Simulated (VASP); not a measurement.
# SnSe (rocksalt type): single point with PBE

SnSe (rocksalt type):

```
Sn Se
1.0
     0.00000    2.48332    2.48332
     2.48332    0.00000    2.48332
     2.48332    2.48332    0.00000
Sn Se
1 1
Direct
  0.00000 0.00000 0.00000
  0.50000 0.50000 0.50000
```

* Program: VASP 6.6.1
* Task: single point
* Functional: PBE
* Potentials or basis: VASP PAW PBE potentials, release 64 (Sn_d, Se)
* Cutoff: 520 eV
* k mesh: 14 × 14 × 14
* Occupations: fermi-dirac, width 0.1 eV
* Spin: no spin polarisation
* Dipole correction: no
* Further INCAR settings: ALGO = Normal; EDIFF = 1e-06; NBANDS = 17

```
Pressure               : 104.1 GPa
Band gap on the k mesh : zero (bands 10 and 11 overlap by 1.14 eV)
```

Levels at points of the mesh, in eV from the Fermi level:
| k point | band 6 | band 7 | band 8 | band 9 | band 10 | band 11 | band 12 | band 13 | band 14 | band 15 |
| --- | --- | --- | --- | --- | --- | --- | --- | --- | --- | --- |
| (0.00, 0.00, 0.00) | -20.05 | -4.70 | -4.70 | -4.70 | -2.34 | 4.42 | 4.42 | 4.42 | 5.97 | 6.17 |
| (0.50, 0.00, 0.00) | -17.29 | -13.00 | -4.03 | -4.03 | -1.24 | -0.16 | -0.16 | 3.17 | 9.96 | 10.23 |
| (0.50, 0.50, 0.00) | -15.62 | -11.19 | -7.65 | -7.65 | -6.89 | -0.01 | 8.80 | 8.80 | 9.67 | 12.41 |

It took 28 s on 1 thread of AMD EPYC 9R45 96-Core Processor (Zen 5), on a shared host, peak memory 0.16 GiB.

Caveat: the cell stands under pressure; spin-orbit coupling is left out, which moves the levels of the heavy elements.
